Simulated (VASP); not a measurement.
Wanted: the native input for a VASP 6.6.1 run.

| Item | Value |
| --- | --- |
| Task | single point |
| Functional | PBEsol |
| Potentials or basis | VASP PAW PBE potentials, release 64 (Hg) |
| Cutoff | 520 eV |
| k mesh | 10 × 10 × 4 |
| Occupations | gaussian, width 0.05 eV |
| Spin | no spin polarisation |
| Dipole correction | no |
| Further INCAR settings | ALGO = Normal; EDIFF = 1e-06; NBANDS = 12 |

The structure of Hg lies in POSCAR:

```
Hg
1.0
    3.1443716016      0.0006123069     -0.0000002206
    1.5712170763      2.7270181807      0.0000029501
    0.0084914918      1.7398225574      8.8300372862
Hg
1
Direct
    0.5000000000      0.0000000000      0.0000000000
```

This cell differs from its parent crystal: strain -0.025 along x and y, +0.025 along z.

One way to write it, as run:

INCAR

```
SYSTEM = Hg
PREC = Accurate
ENCUT = 520
EDIFF = 1E-6
ISMEAR = 0
SIGMA = 0.05
LREAL = .False.
LASPH = .True.
NELM = 60
ALGO = Normal
ISIF = 2
LWAVE = .False.
LCHARG = .False.
GGA = PS
NBANDS = 12
```

KPOINTS

```
regular mesh
0
Gamma
  10 10 4
  0 0 0
```

Potentials or basis: VASP PAW PBE potentials, release 64 (Hg).

Launch:

```sh
$ cat potpaw_PBE.64/Hg/POTCAR > POTCAR
$ mpirun -np 1 vasp_std > vasp.out
```

Results of the run:

```json
{"Pressure": "0.5 GPa", "Band gap on the k mesh": "0.40 eV (least direct gap 0.64 eV)"}
```

Caveat: the cell differs from its parent crystal (strain -0.025 along x and y, +0.025 along z); the PAW data sets were made with another functional, which shifts forces and pressure a little; spin-orbit coupling is left out, which moves the levels of the heavy elements.

Run time: 2.7 min on 1 thread of Oxide Virtual Turin-like Processor (shared host), peak memory 0.28 GiB.
